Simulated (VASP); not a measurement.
Input of a VASP 6.6.1 run:

File INCAR:

```
ALGO = Normal
EDIFF = 1E-7
ENCUT = 520
GGA = PE
ISIF = 2
ISMEAR = -1
LASPH = T
LCHARG = F
LREAL = F
LWAVE = F
NBANDS = 11
NELM = 60
PREC = Accurate
SIGMA = 0.02
```

File KPOINTS:

```
k-points
0
Gamma
  8 8 8
```

File POSCAR:

```
NaH
1.0
    0.0000000000      2.4154536900      2.4154536900
    2.4154536900      0.0000000000      2.4154536900
    2.4154536900      2.4154536900      0.0000000000
Na H
1 1
Direct
    0.0000000000      0.0000000000      0.0000000000
    0.5000000000      0.5000000000      0.5000000000
```

Potentials or basis: VASP PAW PBE potentials, release 64 (Na_pv, H).

Launch:

```sh
$ cat potpaw_PBE.64/Na_pv/POTCAR potpaw_PBE.64/H/POTCAR > POTCAR
$ mpirun -np 1 vasp_std > vasp.out
```

Question: Estimate the pressure.

Answer: 0.0 GPa.

Question: What does it give for the band gap on the k mesh?

Answer: 3.76 eV, indirect (least direct gap 4.62 eV).

A k mesh can miss the band edges. As with any semilocal functional, this PBE gap is likely too small.
